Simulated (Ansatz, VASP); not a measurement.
# Two plane-wave programs on Gd

```
Gd
1.0
     3.66402    0.00000    0.00000
    -1.83201    3.17314    0.00000
     0.00000    0.00000    5.88646
Gd
2
Direct
  0.33333 0.66667 0.25000
  0.66667 0.33333 0.75000
```

Alike in both runs: functional revPBE; k mesh 10 × 10 × 6; occupations fermi-dirac, width 0.05 eV; collinear spin.

Ansatz relaxed the structure, and its values are those at the end. VASP's run is a single point on that final structure, the one shown.

|  | VASP | Ansatz |
| --- | --- | --- |
| version | VASP 6.6.1 | Ansatz 0.2.0 |
| potentials or method | VASP PAW PBE potentials, release 64 (Gd), cutoff 520 eV | plane waves (420 eV) with PAW, scalar-relativistic |
| valence electrons in the cell | 36 | 36 |

|  | VASP | Ansatz | Ansatz less VASP |
| --- | --- | --- | --- |
| pressure (GPa) | 0.1 | 0.0 | -0.14 |
| net moment per atom (μB) | 0.00 | 0.00 | 0.000 |
| size of the moment on the site where the two differ most (μB) | 6.94 | 7.28 | +0.334 |

VASP's potentials were made for PBE, not for revPBE. Site moments also hang on the region over which each program counts them. With one functional, cell and mesh, what is left measures potentials, basis and numerics.

Neither program's run includes spin-orbit coupling.
